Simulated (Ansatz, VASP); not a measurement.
# Two plane-wave programs on ScAl3

```xyz
4
Lattice="4.1000 0.0000 0.0000 0.0000 4.1000 0.0000 0.0000 0.0000 4.1000" Properties=species:S:1:pos:R:3 pbc="T T T"
Al    0.0000    2.0500    2.0500
Al    2.0500    0.0000    2.0500
Al    2.0500    2.0500    0.0000
Sc    0.0000    0.0000    0.0000
```

Alike in both runs: task relaxation of cell and atoms; functional LDA; k mesh 16 × 16 × 16; occupations gaussian, width 0.1 eV; no spin polarisation.

```csv
,VASP,Ansatz
version,VASP 6.6.1,Ansatz 0.2.0
potentials or method,"VASP PAW LDA potentials, release 64 (Al, Sc_sv)","scalar-relativistic, plane waves, PAW"
plane-wave cutoff (eV),600,420
valence electrons in the cell,20,20
```

Ansatz gave:

```
gap on the k mesh at the Fermi level, each at its own relaxed structure (eV) : none
relaxed volume (Å³/atom)                                                     : 16.38
relaxed length of the cell vector where the two differ most in proportion (Å)              : 4.032
```

Task: What did VASP give for the same quantities?

Result: gap on the k mesh at the Fermi level, each at its own relaxed structure (eV): none; relaxed volume (Å³/atom): 16.42; relaxed length of the cell vector where the two differ most in proportion (Å): 4.034.

LDA's correlation is that of Perdew and Zunger in VASP and of Perdew and Wang (1992) in Ansatz. A gap of «none» marks a metal or a gap that the smearing closes.
